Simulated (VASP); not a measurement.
# SnO2: single point with PBEsol

Crystal: SnO2.

```
Sn O
1.0
     3.17581    0.00000    0.00000
    -1.58791    2.75033    0.00000
     0.00000    0.00000   10.60763
Sn O
2 4
Direct
  0.00000 0.00000 0.50000
  0.00000 0.00000 0.00000
  0.66667 0.33333 0.40586
  0.66667 0.33333 0.09414
  0.33333 0.66667 0.59414
  0.33333 0.66667 0.90586
```

| Item | Value |
| --- | --- |
| Program | VASP 6.6.1 |
| Task | single point |
| Functional | PBEsol |
| Potentials or basis | VASP PAW PBE potentials, release 64 (Sn_d, O) |
| Cutoff | 520 eV |
| k mesh | 12 × 12 × 2 |
| Occupations | methfessel-paxton, width 0.1 eV |
| Spin | no spin polarisation |
| Dipole correction | no |
| Further INCAR settings | ALGO = Normal; EDIFF = 1e-06; NBANDS = 35 |

- Pressure: 3.1 GPa
- Largest force: 0.244 eV/Å
- Band gap on the k mesh: 2.36 eV, indirect (least direct gap 2.85 eV)

Forces in eV/Å, atoms in the order of the input:
```
Sn   0.000  0.000  0.000
Sn   0.000  0.000  0.000
O    0.000  0.000 -0.244
O    0.000  0.000  0.244
O    0.000  0.000  0.244
O    0.000  0.000 -0.244
```

Stress tensor (GPa, compression positive):
```
3.53 0.00 0.00
0.00 3.53 0.00
0.00 0.00 2.25
```

Levels at points of the mesh, in eV from the valence-band top:
| k point | band 24 | band 25 | band 26 | band 27 | band 28 | band 29 |
| --- | --- | --- | --- | --- | --- | --- |
| (0.00, 0.00, 0.00) | -0.86 | -0.86 | -0.49 | 2.36 | 3.13 | 5.58 |
| (0.50, 0.00, 0.00) | -0.51 | -0.49 | -0.09 | 5.51 | 5.66 | 7.10 |
| (0.00, 0.00, 0.50) | -0.88 | -0.83 | -0.83 | 2.75 | 2.75 | 5.76 |
| (0.50, 0.00, 0.50) | -0.53 | -0.27 | -0.27 | 5.58 | 5.58 | 7.40 |

Wall time 40 s on 1 thread of Intel(R) Xeon(R) 6975P-C (Granite Rapids), with other jobs on the host, peak memory 0.25 GiB.

Caveat: the PAW data sets were made with another functional, which shifts forces and pressure a little; spin-orbit coupling is left out, which moves the levels of the heavy elements. Expect the measured gap to be larger: semilocal functionals such as PBEsol lack the derivative discontinuity.
